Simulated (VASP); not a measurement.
# Mo (Im-3m) in VASP: notebook

Runs on Mo. Level: r2SCAN. Tasks: single point.

All numbers are computed with VASP 6.6.1; they aren't measurements. Logs are shortened: lines on timing, memory, paths and dates and some standing lists are left out, and cuts for length are marked.

**1. The cell of the first run**

It takes space group Im-3m (No. 229, cubic). Conventional cell: a = 3.153 Å, b = 3.153 Å, c = 3.153 Å, α = 90.00°, β = 90.00°, γ = 90.00°. Within 3.6 Å of Mo (site symmetry m-3m) lie 14 Mo at 2.73 to 3.15 Å.

**2. Single point, r2SCAN**

The input, POSCAR:

```
Mo
1.0
   -1.5764210372      1.5764210372      1.5764210372
    1.5764210372     -1.5764210372      1.5764210372
    1.5764210372      1.5764210372     -1.5764210372
Mo
1
Direct
    0.0000000000      0.0000000000      0.0000000000
```

The input, INCAR.step1:

```
SYSTEM = Mo
PREC = Accurate ; ENCUT = 520
ISMEAR = 1 ; SIGMA = 0.3
LREAL = .FALSE. ; LASPH = .TRUE.
NELM = 80 ; NBANDS = 13
GGA = PE ; ALGO = Normal
EDIFF = 1E-4 ; LWAVE = .TRUE.
LCHARG = .FALSE.
```

The input, INCAR.step2:

```
SYSTEM = Mo
PREC = Accurate ; ENCUT = 520
EDIFF = 1E-6 ; ISMEAR = 1
SIGMA = 0.3 ; LREAL = .FALSE.
LASPH = .TRUE. ; NELM = 80
ALGO = Normal ; ISIF = 2
LWAVE = .FALSE. ; LCHARG = .FALSE.
METAGGA = R2SCAN ; LMIXTAU = .TRUE.
NBANDS = 13 ; ISTART = 1
```

The input, KPOINTS:

```
regular mesh
0
G
  14 14 14
  0 0 0
```

Potentials or basis: VASP PAW PBE potentials, release 64 (Mo_sv).

Command:

```console
$ cat potpaw_PBE.64/Mo_sv/POTCAR > POTCAR
$ cp INCAR.step1 INCAR
$ mpirun -np 1 vasp_std > vasp.out
$ cp INCAR.step2 INCAR
$ mpirun -np 1 vasp_std > vasp.out
```

OUTCAR:

```text
SYSTEM = Mo
   PREC = Accurate
   ENCUT = 520
   EDIFF = 1E-6
   ISMEAR = 1
   LREAL = .FALSE.
   LASPH = .TRUE.
   NELM = 80
   ISIF = 2
   METAGGA = R2SCAN
   ISTART = 1

 ion  position               nearest neighbor table
   1  0.000  0.000  0.000-

  LATTYP: Found a body centered cubic cell.
 ALAT       =     3.1528420744

  Lattice vectors:

 A1 = (  -1.5764210372,   1.5764210372,   1.5764210372)
 A2 = (   1.5764210372,  -1.5764210372,   1.5764210372)
 A3 = (   1.5764210372,   1.5764210372,  -1.5764210372)

Analysis of symmetry for initial positions (statically):
=====================================================================
 Subroutine PRICEL returns:
 Original cell was already a primitive cell.

 Routine SETGRP: Setting up the symmetry group for a
 body centered cubic supercell.

 Subroutine GETGRP returns: Found 48 space group operations
 (whereof 48 operations were pure point group operations)
 out of a pool of 48 trial point group operations.

The static configuration has the point symmetry O_h .

Analysis of symmetry for dynamics (positions and initial velocities):
=====================================================================
 Subroutine PRICEL returns:
 Original cell was already a primitive cell.

 Routine SETGRP: Setting up the symmetry group for a
 body centered cubic supercell.

 Subroutine GETGRP returns: Found 48 space group operations
 (whereof 48 operations were pure point group operations)
 out of a pool of 48 trial point group operations.

The dynamic configuration has the point symmetry O_h .

 Subroutine INISYM returns: Found 48 space group operations
 (whereof 48 operations are pure point group operations),
 and found     1 'primitive' translations

----------------------------------------------------------------------------------------

                                     Primitive cell

  volume of cell :      15.6703

  direct lattice vectors                    reciprocal lattice vectors
    -1.576421037  1.576421037  1.576421037     0.000000000  0.317174148  0.317174148
     1.576421037 -1.576421037  1.576421037     0.317174148  0.000000000  0.317174148
     1.576421037  1.576421037 -1.576421037     0.317174148  0.317174148  0.000000000

  length of vectors
     2.730441331  2.730441331  2.730441331     0.448551982  0.448551982  0.448551982

  position of ions in fractional coordinates (direct lattice)
     0.000000000  0.000000000  0.000000000

  ion indices of the primitive-cell ions
   primitive index   ion index
                 1           1

----------------------------------------------------------------------------------------

 KPOINTS: regular mesh

Automatic generation of k-mesh.
 Grid dimensions read from file:
 generate k-points for:   14   14   14

 Generating k-lattice:

  Cartesian coordinates                     Fractional coordinates (reciprocal lattice)
     0.000000000  0.022655296  0.022655296     0.071428571  0.000000000  0.000000000
     0.022655296  0.000000000  0.022655296     0.000000000  0.071428571  0.000000000
     0.022655296  0.022655296  0.000000000     0.000000000  0.000000000  0.071428571

  Length of vectors
     0.032039427  0.032039427  0.032039427

  Shift w.r.t. Gamma in fractional coordinates (k-lattice)
     0.000000000  0.000000000  0.000000000

 Subroutine IBZKPT returns following result:
 ===========================================

 Found    104 irreducible k-points:

 Following reciprocal coordinates:
            Coordinates               Weight
  0.000000  0.000000  0.000000      1.000000
  0.071429  0.000000  0.000000     12.000000
  0.142857  0.000000  0.000000     12.000000
  0.214286  0.000000  0.000000     12.000000
  0.285714  0.000000  0.000000     12.000000
  0.357143  0.000000  0.000000     12.000000
[... 16 lines left out ...]
  0.285714  0.285714  0.000000     24.000000
  0.357143  0.285714  0.000000     24.000000
 [... further k-points ...]
   k-points           NKPTS =    104   k-points in BZ     NKDIM =    104   number of bands    NBANDS=     13
   number of dos      NEDOS =    301   number of ions     NIONS =      1
   total plane-waves  NPLWV =   8000
   dimension x,y,z NGX =    20 NGY =   20 NGZ =   20
   dimension x,y,z NGXF=    40 NGYF=   40 NGZF=   40
   ions per type =               1
   NGX,Y,Z   is equivalent  to a cutoff of  12.18, 12.18, 12.18 a.u.
   NGXF,Y,Z  is equivalent  to a cutoff of  24.35, 24.35, 24.35 a.u.
 SYSTEM =  Mo
   PREC   = accura    normal or accurate (medium, high low for compatibility)
   ISTART =      1    job   : 0-new  1-cont  2-samecut
   ICHARG =      0    charge: 1-file 2-atom 10-const
   ISPIN  =      1    spin polarized calculation?
   LNONCOLLINEAR =      F non collinear calculations
   LSORBIT =      F    spin-orbit coupling
   LASPH  =      T    aspherical Exc in radial PAW
   ENCUT  =  520.0 eV  38.22 Ry    6.18 a.u.   5.08  5.08  5.08*2*pi/ulx,y,z
   NELM   =     80;   NELMIN=  2; NELMDL=  0     # of ELM steps
   EDIFF  = 0.1E-05   stopping-criterion for ELM
   LREAL  =      F    real-space projection
   EDIFFG = 0.1E-04   stopping-criterion for IOM
   NSW    =      0    number of steps for IOM
   IBRION =     -1    ionic relax: 0-MD 1-quasi-New 2-CG
   NFREE  =      0    steps in history (QN), initial steepest desc. (CG)
   ISIF   =      2    stress and relaxation
   ISYM   =      2    0-nonsym 1-usesym 2-fastsym
   POTIM  = 0.5000    time-step for ionic-motion
   TEBEG  =    0.0;   TEEND  =   0.0 temperature during run
   PSTRESS=    0.0 pullay stress
   NELECT =      14.0000    total number of electrons
   NUPDOWN=      -1.0000    fix difference up-down
   EMIN   =  10.00;   EMAX   =-10.00  energy-range for DOS
   EFERMI =   0.00;   METHOD = LEGACY
   ISMEAR =     1;   SIGMA  =   0.30  broadening in eV -4-tet -1-fermi 0-gaus
   EFERMI_NEDOS =   21; number of points for ismear=-14 and -15
   IALGO  =     38    algorithm
   IMIX   =      4    mixing-type and parameters
     AMIX     =   0.40;   BMIX     =  1.00
     AMIX_MAG =   1.60;   BMIX_MAG =  1.00
  volume/ion in A,a.u.               =      15.67       105.75
  Fermi-wavevector in a.u.,A,eV,Ry     =   1.576735  2.979597 33.825339  2.486092
  Thomas-Fermi vector in A             =   2.677523
   LORBIT       =      0    0 simple, 1 ext, 2 COOP (PROOUT), +10 PAW based schemes
   METAGGA = R2SCAN    functional components
   LHFCALC =     F    Hartree Fock is set to
   AEXX    =    0.0000 exact exchange contribution
   IVDW    =     0    specifies the selected vdW correction
   LEPSILON=     F    determine dielectric tensor
   LRPA    =     F    only Hartree local field effects (RPA)
 non-spin polarized calculation
 Methfessel and Paxton  Order N= 1 SIGMA  =   0.30
  energy-cutoff  :      520.00
  volume of cell :       15.67
 maximum number of plane-waves:       432
   NGX = 11   NGY = 11   NGZ = 11

 number of electron      14.0000002 magnetization

 Free energy of the ion-electron system (eV)
  ---------------------------------------------------
  ext. energy  EPLUGINS =         0.00000000
  ---------------------------------------------------
  free energy    TOTEN  =       -26.06789316 eV

  energy without entropy =      -26.06265705  energy(sigma->0) =      -26.06614779

 E-fermi :  12.5509     XC(G=0): -14.6245

 val. band max:       12.5463573920   @ k =  -0.3571   0.3571   0.2857
 cond. band min:      12.5556410644   @ k =  -0.2857   0.3571   0.1429
 fundamental gap:      0.0092836724
 Fermi energy:        12.5509106310

 k-point     1 :       0.0000    0.0000    0.0000
  band No.  band energies     occupation
      1     -50.7320      2.00000
      2     -23.2083      2.00000
      3     -23.2083      2.00000
      4     -23.2083      2.00000
      5       4.8531      2.00000
      6      11.0838      2.00000
      7      11.0838      2.00000
      8      11.0838      2.00000
      9      14.4074     -0.00000
     10      14.4074     -0.00000
     11      28.0016      0.00000
     12      28.0016      0.00000
     13      28.0016      0.00000

 k-point     2 :       0.0714    0.0000    0.0000
  band No.  band energies     occupation
      1     -50.7179      2.00000
      2     -23.2876      2.00000
      3     -23.2326      2.00000
      4     -23.2089      2.00000
      5       5.0892      2.00000
      6      10.9499      2.00000
      7      11.0589      2.00000
      8      11.3043      2.00000
      9      14.2119     -0.00000
     10      14.4094     -0.00000
     11      28.1737      0.00000
     12      28.3991      0.00000
     13      28.4502      0.00000

 k-point     3 :       0.1429    0.0000    0.0000
  band No.  band energies     occupation
      1     -50.6785      2.00000
      2     -23.5063      2.00000
      3     -23.3000      2.00000
      4     -23.2105      2.00000
      5       5.7381      2.00000
      6      10.5951      2.00000
      7      10.9468      2.00000
      8      11.9499      2.01582
      9      13.8625     -0.00000
     10      14.4304     -0.00000
     11      28.4982      0.00000
     12      29.3944      0.00000
     13      29.5370      0.00000
[... 305 lines left out ...]
 k-point    23 :       0.2857    0.2857    0.0000
  band No.  band energies     occupation
      1     -50.4167      2.00000
      2     -24.4104      2.00000
      3     -24.0134      2.00000
      4     -23.3858      2.00000
      5       8.4000      2.00000
      6       9.5265      2.00000
      7      10.6328      2.00000
      8      14.3113     -0.00000
      9      15.1651     -0.00000
     10      20.8829      0.00000
     11      23.9707      0.00000
     12      25.4940      0.00000
     13      30.2729      0.00000

 k-point    24 :       0.3571    0.2857    0.0000
  band No.  band energies     occupation
      1     -50.4076      2.00000
      2     -24.3540      2.00000
      3     -24.1247      2.00000
      4     -23.3936      2.00000
      5       8.4328      2.00000
      6       9.6970      2.00000
      7      10.4784      2.00000
      8      14.5595     -0.00000
      9      15.0644     -0.00000
     10      22.2422      0.00000
     11      23.2598      0.00000
     12      24.4780      0.00000
     13      30.5965      0.00000

 [... further k-points ...]

------------------------ aborting loop because EDIFF is reached ----------------------------------------

  FORCE on cell =-STRESS in cart. coord.  units (eV):
  Direction    XX          YY          ZZ          XY          YZ          ZX
  --------------------------------------------------------------------------------------
  -------------------------------------------------------------------------------------
  Total        0.1154123      0.1154123      0.1154123      0.0000000      0.0000000     -0.0000000
  in kB       11.8001041     11.8001041     11.8001041      0.0000000      0.0000000     -0.0000000
  external PRESSURE =      11.8001041 kB  Pullay stress =       0.0000000 kB

 VOLUME and BASIS-vectors are now :
 -----------------------------------------------------------------------------
  energy-cutoff  :      520.00
  volume of cell :       15.67
      direct lattice vectors                 reciprocal lattice vectors
    -1.576421037  1.576421037  1.576421037     0.000000000  0.317174148  0.317174148
     1.576421037 -1.576421037  1.576421037     0.317174148  0.000000000  0.317174148
     1.576421037  1.576421037 -1.576421037     0.317174148  0.317174148  0.000000000

 POSITION                                       TOTAL-FORCE (eV/Angst)
 -----------------------------------------------------------------------------------
      0.00000      0.00000      0.00000        -0.000000      0.000000     -0.000000
 -----------------------------------------------------------------------------------
    total drift:                                0.000000     -0.000000      0.000000

  FREE ENERGIE OF THE ION-ELECTRON SYSTEM (eV)
  ---------------------------------------------------
  free  energy   TOTEN  =       -26.0678931627 eV

  energy  without entropy=      -26.0626570525  energy(sigma->0) =      -26.06614779
```

It took 2.7 min on 1 thread of AMD EPYC 7R13, shared host; peak memory 0.11 GiB.

What came out:

| Item | Value |
| --- | --- |
| Free energy | -26.0679 eV |
| Pressure | 1.2 GPa |
| Band gap on the k mesh | zero (band 7 reaches 16.63 eV, above the bottom of band 8 at 11.08 eV) |

Levels at points of the mesh, in eV from the Fermi level:
```tsv
k point	band 4	band 5	band 6	band 7	band 8	band 9	band 10	band 11
(0.00, 0.00, 0.00)	-35.76	-7.70	-1.47	-1.47	-1.47	1.86	1.86	15.45
(0.50, 0.00, 0.00)	-35.77	-5.63	-3.62	1.53	1.83	2.53	4.86	12.16
(0.50, 0.50, 0.50)	-36.78	-5.68	-5.68	4.07	4.07	4.07	9.41	9.41
```

Caveat: the PAW data sets were made with another functional, which shifts forces and pressure a little.

**3. Single point, r2SCAN**

POSCAR is that of step 2.

The input, INCAR.step1:

```
SYSTEM = Mo
PREC = Accurate ; ENCUT = 520
ISMEAR = 1 ; SIGMA = 0.6
LREAL = .FALSE. ; LASPH = .TRUE.
NELM = 100 ; NBANDS = 13
GGA = PE ; ALGO = Normal
EDIFF = 1E-4 ; LWAVE = .TRUE.
LCHARG = .FALSE.
```

Edit INCAR.step2 of step 2 so:

```diff
@@ -3,4 +3,4 @@
 EDIFF = 1E-6 ; ISMEAR = 1
-SIGMA = 0.3 ; LREAL = .FALSE.
-LASPH = .TRUE. ; NELM = 80
+SIGMA = 0.6 ; LREAL = .FALSE.
+LASPH = .TRUE. ; NELM = 100
 ALGO = Normal ; ISIF = 2
```

The input, KPOINTS:

```
Automatic mesh
0
G
  14 14 14
  0 0 0
```

Potentials or basis: VASP PAW PBE potentials, release 64 (Mo_sv).

Command:

```console
$ cat potpaw_PBE.64/Mo_sv/POTCAR > POTCAR
$ cp INCAR.step1 INCAR
$ mpirun -np 1 vasp_std > vasp.out
$ cp INCAR.step2 INCAR
$ mpirun -np 1 vasp_std > vasp.out
```

OUTCAR:

```text
SYSTEM = Mo
   PREC = Accurate
   ENCUT = 520
   EDIFF = 1E-6
   ISMEAR = 1
   LREAL = .FALSE.
   LASPH = .TRUE.
   NELM = 100
   ISIF = 2
   METAGGA = R2SCAN
   ISTART = 1

 ion  position               nearest neighbor table
   1  0.000  0.000  0.000-

  LATTYP: Found a body centered cubic cell.
 ALAT       =     3.1528420744

  Lattice vectors:

 A1 = (  -1.5764210372,   1.5764210372,   1.5764210372)
 A2 = (   1.5764210372,  -1.5764210372,   1.5764210372)
 A3 = (   1.5764210372,   1.5764210372,  -1.5764210372)

[... 553 lines left out ...]
      5       8.4364      2.00000
      6       9.7011      2.00000
      7      10.4825      2.00001
      8      14.5664     -0.00002
      9      15.0716     -0.00000
     10      22.2480     -0.00000
     11      23.2632     -0.00000
     12      24.4830     -0.00000
     13      30.5986      0.00000

 [... further k-points ...]
[... 5 lines left out ...]
  --------------------------------------------------------------------------------------
  -------------------------------------------------------------------------------------
  Total        0.0760397      0.0760397      0.0760397      0.0000000     -0.0000000      0.0000000
  in kB        7.7745324      7.7745324      7.7745324      0.0000000     -0.0000000      0.0000000
  external PRESSURE =       7.7745324 kB  Pullay stress =       0.0000000 kB

 VOLUME and BASIS-vectors are now :
 -----------------------------------------------------------------------------
  energy-cutoff  :      520.00
  volume of cell :       15.67
      direct lattice vectors                 reciprocal lattice vectors
    -1.576421037  1.576421037  1.576421037     0.000000000  0.317174148  0.317174148
     1.576421037 -1.576421037  1.576421037     0.317174148  0.000000000  0.317174148
     1.576421037  1.576421037 -1.576421037     0.317174148  0.317174148  0.000000000

 POSITION                                       TOTAL-FORCE (eV/Angst)
 -----------------------------------------------------------------------------------
      0.00000      0.00000      0.00000         0.000000     -0.000000      0.000000
 -----------------------------------------------------------------------------------
    total drift:                                0.000000     -0.000000     -0.000000

  FREE ENERGIE OF THE ION-ELECTRON SYSTEM (eV)
  ---------------------------------------------------
  free  energy   TOTEN  =       -26.0709951972 eV

  energy  without entropy=      -26.0694397489  energy(sigma->0) =      -26.07047671
```

It took 2.2 min on 1 thread of AMD EPYC 7R13, shared host; peak memory 0.11 GiB.

Results:

* Free energy: -26.0710 eV
* Pressure: 0.8 GPa
* Band gap on the k mesh: zero (band 7 reaches 16.63 eV, above the bottom of band 8 at 11.09 eV)

Levels at points of the mesh, in eV from the Fermi level:
| k point | band 3 | band 4 | band 5 | band 6 | band 7 | band 8 | band 9 | band 10 | band 11 | band 12 |
| --- | --- | --- | --- | --- | --- | --- | --- | --- | --- | --- |
| (0.00, 0.00, 0.00) | -35.73 | -35.73 | -7.68 | -1.44 | -1.44 | -1.44 | 1.88 | 1.88 | 15.47 | 15.47 |
| (0.50, 0.00, 0.00) | -36.20 | -35.74 | -5.61 | -3.60 | 1.55 | 1.86 | 2.56 | 4.88 | 12.18 | 12.48 |
| (0.50, 0.50, 0.50) | -36.76 | -36.76 | -5.65 | -5.65 | 4.10 | 4.10 | 4.10 | 9.43 | 9.43 | 9.43 |

Caveat: the PAW data sets were made with another functional, which shifts forces and pressure a little.

**4. Single point, r2SCAN**

POSCAR is that of step 3.

The input, INCAR.step1:

```
SYSTEM = Mo
PREC = Accurate
ENCUT = 520
ISMEAR = 1
SIGMA = 1.0
LREAL = .False.
LASPH = .True.
NELM = 60
NBANDS = 13
GGA = PE
ALGO = Normal
EDIFF = 1E-4
LWAVE = .True.
LCHARG = .False.
```

The input, INCAR.step2:

```
SYSTEM = Mo
PREC = Accurate
ENCUT = 520
EDIFF = 1E-6
ISMEAR = 1
SIGMA = 1.0
LREAL = .False.
LASPH = .True.
NELM = 60
ALGO = Normal
ISIF = 2
LWAVE = .False.
LCHARG = .False.
METAGGA = R2SCAN
LMIXTAU = .True.
NBANDS = 13
ISTART = 1
```

The input, KPOINTS:

```
regular mesh
0
Gamma
  14 14 14
  0 0 0
```

Command:

```console
$ cat potpaw_PBE.64/Mo_sv/POTCAR > POTCAR
$ cp INCAR.step1 INCAR
$ mpirun -np 1 vasp_std > vasp.out
$ cp INCAR.step2 INCAR
$ mpirun -np 1 vasp_std > vasp.out
```

Wall time 2.3 min (1 thread of AMD EPYC 7R13, shared host); peak memory 0.11 GiB.

Results (log left out):

| Quantity | Value |
| --- | --- |
| Free energy | -26.0614 eV |
| Pressure | -0.1 GPa |
| Band gap on the k mesh | zero (band 7 reaches 16.63 eV, above the bottom of band 8 at 11.09 eV) |

Levels at points of the mesh, in eV from the Fermi level:
```
           k point  band 3  band 4  band 5  band 6  band 7  band 8  band 9  band 10  band 11  band 12
(0.00, 0.00, 0.00)  -35.68  -35.68   -7.63   -1.40   -1.40   -1.40    1.93     1.93    15.52    15.52
(0.50, 0.00, 0.00)  -36.15  -35.69   -5.56   -3.55    1.60    1.91    2.61     4.93    12.23    12.54
(0.50, 0.50, 0.50)  -36.71  -36.71   -5.60   -5.60    4.15    4.15    4.15     9.48     9.48     9.48
```

Caveat: the PAW data sets were made with another functional, which shifts forces and pressure a little.

**5. Single point, r2SCAN**

POSCAR is that of step 4.

The input, INCAR.step1:

```
SYSTEM = Mo
PREC = Accurate
ENCUT = 520
ISMEAR = 1
SIGMA = 0.01
LREAL = .FALSE.
LASPH = .TRUE.
NELM = 100
NBANDS = 13
GGA = PE
ALGO = Normal
EDIFF = 1E-4
LWAVE = .TRUE.
LCHARG = .FALSE.
```

The input, INCAR.step2:

```
SYSTEM = Mo
PREC = Accurate
ENCUT = 520
EDIFF = 1E-6
ISMEAR = 1
SIGMA = 0.01
LREAL = .FALSE.
LASPH = .TRUE.
NELM = 100
ALGO = Normal
ISIF = 2
LWAVE = .FALSE.
LCHARG = .FALSE.
METAGGA = R2SCAN
LMIXTAU = .TRUE.
NBANDS = 13
ISTART = 1
```

The input, KPOINTS:

```
regular mesh
0
G
  14 14 14
  0 0 0
```

Command:

```console
$ cat potpaw_PBE.64/Mo_sv/POTCAR > POTCAR
$ cp INCAR.step1 INCAR
$ mpirun -np 1 vasp_std > vasp.out
$ cp INCAR.step2 INCAR
$ mpirun -np 1 vasp_std > vasp.out
```

It took 2.2 min on 1 thread of AMD EPYC 7R13, shared host; peak memory 0.11 GiB.

The run converged. Its results:

| Property | Result |
| --- | --- |
| Free energy | -26.0649 eV |
| Pressure | 1.3 GPa |
| Band gap on the k mesh | zero (band 7 reaches 16.62 eV, above the bottom of band 8 at 11.08 eV) |

Levels at points of the mesh, in eV from the Fermi level:
```tsv
k point	band 5	band 6	band 7	band 8	band 9	band 10
(0.00, 0.00, 0.00)	-7.70	-1.47	-1.47	-1.47	1.85	1.85
(0.50, 0.00, 0.00)	-5.63	-3.63	1.52	1.83	2.52	4.85
(0.50, 0.50, 0.50)	-5.68	-5.68	4.07	4.07	4.07	9.41
```

Caveat: the PAW data sets were made with another functional, which shifts forces and pressure a little.

(Part 1 of 2 ends here.)
